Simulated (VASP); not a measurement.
# RbGaAsO4 (F-43m) in VASP: a series of runs, part 2 of 2

VASP 6.6.1. Earlier steps stand in the parts before.

### Step 3. Single point, PBE

This run uses another cell than the first one, of 21.70 Å³/atom.

INCAR

```
PREC     = Accurate       # precision mode
ENCUT    = 520            # plane-wave cutoff, eV
EDIFF    = 1E-7           # SCF threshold, eV
ISMEAR   = 0              # smearing method
SIGMA    = 0.1            # smearing width, eV
LREAL    = False          # projectors in reciprocal space
LASPH    = True           # aspherical terms in the spheres
NELM     = 60             # most SCF steps
ALGO     = Fast           # electronic algorithm
ISIF     = 2              # what is computed and relaxed
LWAVE    = False          # write WAVECAR
LCHARG   = False          # write CHGCAR
GGA      = PE             # functional
NBANDS   = 34             # bands
```

KPOINTS

```
Automatic mesh
0
Gamma
  8 8 8
```

POSCAR

```
RbGaAsO4
1.0
    0.0000000000      4.2349467859      4.2349467859
    4.2349467859      0.0000000000      4.2349467859
    4.2349467859      4.2349467859      0.0000000000
Rb Ga As O
1 1 1 4
Direct
    0.0000000000      0.0000000000      0.0000000000
    0.7500000000      0.7500000000      0.7500000000
    0.5000000000      0.5000000000      0.5000000000
    0.1346799289      0.6217733570      0.6217733570
    0.6217733570      0.1346799289      0.6217733570
    0.6217733570      0.6217733570      0.1346799289
    0.6217733570      0.6217733570      0.6217733570
```

Potentials or basis: VASP PAW PBE potentials, release 64 (Rb_sv, Ga_d, As, O).

The run is started by

```sh
$ cat potpaw_PBE.64/Rb_sv/POTCAR potpaw_PBE.64/Ga_d/POTCAR potpaw_PBE.64/As/POTCAR potpaw_PBE.64/O/POTCAR > POTCAR
$ mpirun -np 1 vasp_std > vasp.out
```

OUTCAR:

```text
PREC = Accurate
   ENCUT = 520
   EDIFF = 1E-7
   ISMEAR = 0
   LREAL = False
   LASPH = True
   NELM = 60
   ISIF = 2
   GGA = PE

 ion  position               nearest neighbor table
   1  0.000  0.000  0.000-   5 3.52   6 3.52   4 3.52   6 3.52   4 3.52   5 3.52   7 3.52   7 3.52
                             7 3.52   4 3.52   5 3.52   6 3.52   2 3.67   2 3.67   2 3.67   2 3.67
   2  0.750  0.750  0.750-   4 1.88   5 1.88   6 1.88   7 1.88   1 3.67   1 3.67   1 3.67   1 3.67

   3  0.500  0.500  0.500-   7 1.79   5 1.79   6 1.79   4 1.79   1 4.23   1 4.23   1 4.23   1 4.23
                             1 4.23   1 4.23
   4  0.135  0.622  0.622-   3 1.79   2 1.88   1 3.52   1 3.52   1 3.52
   5  0.622  0.135  0.622-   3 1.79   2 1.88   1 3.52   1 3.52   1 3.52
   6  0.622  0.622  0.135-   3 1.79   2 1.88   1 3.52   1 3.52   1 3.52
   7  0.622  0.622  0.622-   3 1.79   2 1.88   1 3.52   1 3.52   1 3.52

  LATTYP: Found a face centered cubic cell.
 ALAT       =     8.4698935718

  Lattice vectors:

 A1 = (   0.0000000000,   4.2349467859,   4.2349467859)
 A2 = (   4.2349467859,   0.0000000000,   4.2349467859)
 A3 = (   4.2349467859,   4.2349467859,   0.0000000000)

Analysis of symmetry for initial positions (statically):
=====================================================================
 Subroutine PRICEL returns:
 Original cell was already a primitive cell.

 Routine SETGRP: Setting up the symmetry group for a
 face centered cubic supercell.

 Subroutine GETGRP returns: Found 24 space group operations
 (whereof 24 operations were pure point group operations)
 out of a pool of 48 trial point group operations.

The static configuration has the point symmetry T_d .

Analysis of symmetry for dynamics (positions and initial velocities):
=====================================================================
 Subroutine PRICEL returns:
 Original cell was already a primitive cell.

 Routine SETGRP: Setting up the symmetry group for a
 face centered cubic supercell.

 Subroutine GETGRP returns: Found 24 space group operations
 (whereof 24 operations were pure point group operations)
 out of a pool of 48 trial point group operations.

The dynamic configuration has the point symmetry T_d .

 Subroutine INISYM returns: Found 24 space group operations
 (whereof 24 operations are pure point group operations),
 and found     1 'primitive' translations

----------------------------------------------------------------------------------------

                                     Primitive cell

  volume of cell :     151.9056

  direct lattice vectors                    reciprocal lattice vectors
     0.000000000  4.234946786  4.234946786    -0.118065238  0.118065238  0.118065238
     4.234946786  0.000000000  4.234946786     0.118065238 -0.118065238  0.118065238
     4.234946786  4.234946786  0.000000000     0.118065238  0.118065238 -0.118065238

  length of vectors
     5.989119181  5.989119181  5.989119181     0.204494991  0.204494991  0.204494991

  position of ions in fractional coordinates (direct lattice)
     0.000000000  0.000000000  0.000000000
     0.750000000  0.750000000  0.750000000
     0.500000000  0.500000000  0.500000000
     0.134679929  0.621773357  0.621773357
     0.621773357  0.134679929  0.621773357
[... 46 lines left out ...]
  0.125000  0.125000  0.000000      6.000000
[... 16 lines left out ...]
  0.500000  0.250000  0.125000     48.000000
 -0.375000  0.250000  0.125000     24.000000
 [... further k-points ...]
   k-points           NKPTS =     29   k-points in BZ     NKDIM =     29   number of bands    NBANDS=     34
   number of dos      NEDOS =    301   number of ions     NIONS =      7
   total plane-waves  NPLWV = 110592
   dimension x,y,z NGX =    48 NGY =   48 NGZ =   48
   dimension x,y,z NGXF=    96 NGYF=   96 NGZF=   96
   ions per type =               1   1   1   4
   NGX,Y,Z   is equivalent  to a cutoff of  13.32, 13.32, 13.32 a.u.
   NGXF,Y,Z  is equivalent  to a cutoff of  26.65, 26.65, 26.65 a.u.
 SYSTEM =  unknown system
   PREC   = accura    normal or accurate (medium, high low for compatibility)
   ISTART =      0    job   : 0-new  1-cont  2-samecut
   ICHARG =      2    charge: 1-file 2-atom 10-const
   ISPIN  =      1    spin polarized calculation?
   LNONCOLLINEAR =      F non collinear calculations
   LSORBIT =      F    spin-orbit coupling
   LASPH  =      T    aspherical Exc in radial PAW
   ENCUT  =  520.0 eV  38.22 Ry    6.18 a.u.  11.14 11.14 11.14*2*pi/ulx,y,z
   NELM   =     60;   NELMIN=  2; NELMDL= -5     # of ELM steps
   EDIFF  = 0.1E-06   stopping-criterion for ELM
   LREAL  =      F    real-space projection
   EDIFFG = 0.1E-05   stopping-criterion for IOM
   NSW    =      0    number of steps for IOM
   IBRION =     -1    ionic relax: 0-MD 1-quasi-New 2-CG
   NFREE  =      0    steps in history (QN), initial steepest desc. (CG)
   ISIF   =      2    stress and relaxation
   ISYM   =      2    0-nonsym 1-usesym 2-fastsym
   POTIM  = 0.5000    time-step for ionic-motion
   TEBEG  =    0.0;   TEEND  =   0.0 temperature during run
   PSTRESS=    0.0 pullay stress
   NELECT =      51.0000    total number of electrons
   NUPDOWN=      -1.0000    fix difference up-down
   EMIN   =  10.00;   EMAX   =-10.00  energy-range for DOS
   EFERMI =   0.00;   METHOD = LEGACY
   ISMEAR =     0;   SIGMA  =   0.10  broadening in eV -4-tet -1-fermi 0-gaus
   EFERMI_NEDOS =   21; number of points for ismear=-14 and -15
   IALGO  =     68    algorithm
   IMIX   =      4    mixing-type and parameters
     AMIX     =   0.40;   BMIX     =  1.00
     AMIX_MAG =   1.60;   BMIX_MAG =  1.00
  volume/ion in A,a.u.               =      21.70       146.44
  Fermi-wavevector in a.u.,A,eV,Ry     =   1.137820  2.150168 17.614573  1.294635
  Thomas-Fermi vector in A             =   2.274525
   LORBIT       =      0    0 simple, 1 ext, 2 COOP (PROOUT), +10 PAW based schemes
   GGA     = PE    functional components
   LHFCALC =     F    Hartree Fock is set to
   AEXX    =    0.0000 exact exchange contribution
   IVDW    =     0    specifies the selected vdW correction
   LEPSILON=     F    determine dielectric tensor
   LRPA    =     F    only Hartree local field effects (RPA)
 non-spin polarized calculation
 RMM-DIIS sequential band-by-band and
 Gauss-broadening in eV      SIGMA  =   0.10
  energy-cutoff  :      520.00
  volume of cell :      151.91
 maximum number of plane-waves:      4128
 NGX is ok and might be reduce to    48
   NGX = 23   NGY = 23   NGZ = 23

 number of electron      51.0000007 magnetization

 Free energy of the ion-electron system (eV)
  ---------------------------------------------------
  ext. energy  EPLUGINS =         0.00000000
  ---------------------------------------------------
  free energy    TOTEN  =       -38.15564010 eV

  energy without entropy =      -38.14944590  energy(sigma->0) =      -38.15254300

 E-fermi :   1.8430     XC(G=0):  -7.6695

 val. band max:        1.8413886837   @ k =   0.5000   0.2500   0.1250
 cond. band min:       2.1037134213   @ k =  -0.3750   0.2500   0.1250
 fundamental gap:      0.2623247376
 Fermi energy:         1.8429786504

 k-point     1 :       0.0000    0.0000    0.0000
  band No.  band energies     occupation
      1     -26.0363      2.00000
      2     -19.2779      2.00000
      3     -17.6969      2.00000
      4     -17.6969      2.00000
      5     -17.6969      2.00000
      6     -13.3959      2.00000
[... 877 lines left out ...]
     33       7.7310      0.00000
     34       8.0110      0.00000

 [... further k-points ...]

------------------------ aborting loop because EDIFF is reached ----------------------------------------

  FORCE on cell =-STRESS in cart. coord.  units (eV):
  Direction    XX          YY          ZZ          XY          YZ          ZX
  --------------------------------------------------------------------------------------
  -------------------------------------------------------------------------------------
  Total        0.4357909      0.4357909      0.4357909      0.0000000      0.0000000     -0.0000000
  in kB        4.5963693      4.5963693      4.5963693      0.0000000      0.0000000     -0.0000000
  external PRESSURE =       4.5963693 kB  Pullay stress =       0.0000000 kB

 VOLUME and BASIS-vectors are now :
 -----------------------------------------------------------------------------
  energy-cutoff  :      520.00
  volume of cell :      151.91
      direct lattice vectors                 reciprocal lattice vectors
     0.000000000  4.234946786  4.234946786    -0.118065238  0.118065238  0.118065238
     4.234946786  0.000000000  4.234946786     0.118065238 -0.118065238  0.118065238
     4.234946786  4.234946786  0.000000000     0.118065238  0.118065238 -0.118065238

 POSITION                                       TOTAL-FORCE (eV/Angst)
 -----------------------------------------------------------------------------------
      0.00000      0.00000      0.00000         0.000000      0.000000      0.000000
      6.35242      6.35242      6.35242         0.000000      0.000000      0.000000
      4.23495      4.23495      4.23495         0.000000      0.000000      0.000000
      5.26635      3.20354      3.20354         0.078471     -0.078471     -0.078471
      3.20354      5.26635      3.20354        -0.078471      0.078471     -0.078471
      3.20354      3.20354      5.26635        -0.078471     -0.078471      0.078471
      5.26635      5.26635      5.26635         0.078471      0.078471      0.078471
 -----------------------------------------------------------------------------------
    total drift:                                0.000002      0.000002      0.000002

  FREE ENERGIE OF THE ION-ELECTRON SYSTEM (eV)
  ---------------------------------------------------
  free  energy   TOTEN  =       -38.1556400983 eV

  energy  without entropy=      -38.1494458972  energy(sigma->0) =      -38.15254300
```

Run time: 12 min. Hardware: 1 thread of Oxide Virtual Turin-like, shared host; peak memory 0.39 GiB.

Results:

```
Free energy            : -38.1556 eV
Pressure               : 0.5 GPa
Largest force          : 0.136 eV/Å
Band gap on the k mesh : zero (an odd number of electrons rules out a gap without spin polarisation)
```

Forces on the atoms (eV/Å):
```
Rb   0.000  0.000  0.000
Ga   0.000  0.000  0.000
As   0.000  0.000  0.000
O    0.078 -0.078 -0.078
O   -0.078  0.078 -0.078
O   -0.078 -0.078  0.078
O    0.078  0.078  0.078
```

Caveat: an odd number of electrons without spin polarisation forces a metal; a magnetic or distorted state may lie lower.

### Step 4. Relaxation of cell and atoms, PBE

This run uses another cell than the first one, of 21.65 Å³/atom.

INCAR

```
SYSTEM = RbGaAsO4
ALGO     = Fast           ! electronic algorithm
EDIFF    = 1E-7           ! SCF threshold, eV
EDIFFG   = -0.01          ! ionic threshold
ENCUT    = 600            ! plane-wave cutoff, eV
GGA      = PE             ! functional
IBRION   = 2              ! ionic algorithm
ISIF     = 3              ! what is computed and relaxed
ISMEAR   = 0              ! smearing method
LASPH    = .TRUE.         ! aspherical terms in the spheres
LCHARG   = .FALSE.        ! write CHGCAR
LREAL    = .FALSE.        ! projectors in reciprocal space
LWAVE    = .FALSE.        ! write WAVECAR
NELM     = 80             ! most SCF steps
NSW      = 100            ! ionic steps
PREC     = Accurate       ! precision mode
SIGMA    = 0.1            ! smearing width, eV
```

KPOINTS

```
k-points
0
G
  8 8 8
  0 0 0
```

POSCAR

```
RbGaAsO4
1.0
    0.0000000000      4.2318590863      4.2318590863
    4.2318590863      0.0000000000      4.2318590863
    4.2318590863      4.2318590863      0.0000000000
Rb Ga As O
1 1 1 4
Direct
    0.0000000000      0.0000000000      0.0000000000
    0.7500000000      0.7500000000      0.7500000000
    0.5000000000      0.5000000000      0.5000000000
    0.1345038615      0.6218320462      0.6218320462
    0.6218320462      0.1345038615      0.6218320462
    0.6218320462      0.6218320462      0.1345038615
    0.6218320462      0.6218320462      0.6218320462
```

The run is started by

```sh
$ cat potpaw_PBE.64/Rb_sv/POTCAR potpaw_PBE.64/Ga_d/POTCAR potpaw_PBE.64/As/POTCAR potpaw_PBE.64/O/POTCAR > POTCAR
$ mpirun -np 1 vasp_std > vasp.out
```

Wall time 29 min (1 thread of Oxide Virtual Turin-like, shared host); peak memory 0.43 GiB.

It converged, with:

```
Free energy                           : -38.1676 eV
Relaxed volume                        : 21.79 Å³/atom
Relaxed cell                          : a = 5.997 Å, b = 5.997 Å, c = 5.997 Å, α = 60.00°, β = 60.00°, γ = 60.00°
Space group after relaxing (to 0.1 Å) : F-43m (No. 216)
Energy gained by relaxing             : 0.3 meV/atom
Ionic steps                           : 3
Pressure after relaxing               : 0.0 GPa
Largest force after relaxing          : 0.008 eV/Å
Band gap on the k mesh                : zero (an odd number of electrons rules out a gap without spin polarisation)
```

Forces in eV/Å, atoms in the order of the input:
```
Rb   0.000  0.000  0.000
Ga   0.000  0.000  0.000
As   0.000  0.000  0.000
O    0.004 -0.004 -0.004
O   -0.004  0.004 -0.004
O   -0.004 -0.004  0.004
O    0.004  0.004  0.004
```

Step by step:
| step | energy change (eV) | largest force (eV/Å) | pressure (GPa) | volume (Å³) |
| --- | --- | --- | --- | --- |
| 1 | 0.0000 | 0.1221 | 0.50 | 151.57 |
| 2 | -0.0015 | 0.0586 | -0.31 | 153.07 |
| 3 | -0.0024 | 0.0077 | -0.02 | 152.51 |

Final structure:
```cif
data_structure
_symmetry_space_group_name_H-M 'P 1'
_symmetry_Int_Tables_number 1
_cell_length_a 5.9971
_cell_length_b 5.9971
_cell_length_c 5.9971
_cell_angle_alpha 60.000
_cell_angle_beta 60.000
_cell_angle_gamma 60.000
_cell_volume 152.51
loop_
_atom_site_label
_atom_site_type_symbol
_atom_site_fract_x
_atom_site_fract_y
_atom_site_fract_z
_atom_site_occupancy
Rb1 Rb 0.00000 0.00000 0.00000 1
Ga1 Ga 0.75000 0.75000 0.75000 1
As1 As 0.50000 0.50000 0.50000 1
O1 O 0.13375 0.62208 0.62208 1
O2 O 0.62208 0.13375 0.62208 1
O3 O 0.62208 0.62208 0.13375 1
O4 O 0.62208 0.62208 0.62208 1
```

Levels at points of the mesh, in eV from the Fermi level:
```
           k point  band 23  band 24  band 25  band 26  band 27  band 28  band 29  band 30
(0.00, 0.00, 0.00)    -2.97    -2.97    -2.97    -2.25     2.24     3.46     3.46     3.46
(0.50, 0.00, 0.00)    -3.36    -3.36    -2.96    -0.35     2.87     4.05     4.25     4.26
(0.50, 0.50, 0.00)    -3.43    -3.22    -3.22     0.96     2.01     3.93     4.23     5.05
```

Caveat: an odd number of electrons without spin polarisation forces a metal; a magnetic or distorted state may lie lower.

### Step 5. Overview

| task | cell | k mesh | cutoff (eV) | gap on the mesh (eV) | pressure (GPa) | relaxed volume (Å³/atom) | largest force (eV/Å) |
| --- | --- | --- | --- | --- | --- | --- | --- |
| relaxation of cell and atoms | relaxed from a = 5.564 Å, angles 60.0°, 7 atoms, atomic positions A | 4 × 4 × 4 | 600 | none | 0.0 | 21.82 | 0.01 |
| single point | a = 5.989 Å, angles 60.0°, 7 atoms, atomic positions B | 8 × 8 × 8 | 520 | none | 0.5 | - | 0.14 |
| relaxation of cell and atoms | relaxed from a = 5.985 Å, angles 60.0°, 7 atoms, atomic positions C | 8 × 8 × 8 | 600 | none | 0.0 | 21.79 | 0.01 |

Alike in all rows: level PBE; potentials or basis VASP PAW PBE potentials, release 64 (Rb_sv, Ga_d, As, O); no spin polarisation; smearing gaussian 0.1 eV.

Caveats: an odd number of electrons without spin polarisation forces a metal; a magnetic or distorted state may lie lower; the volume moved by over 15 % at a fixed basis, so the end points are rough (at least some runs).

Total energies depend on the potentials used, so only differences within one code and one set of settings carry meaning.

The gap in the log of VASP goes by the Fermi energy; the results here count the filled bands.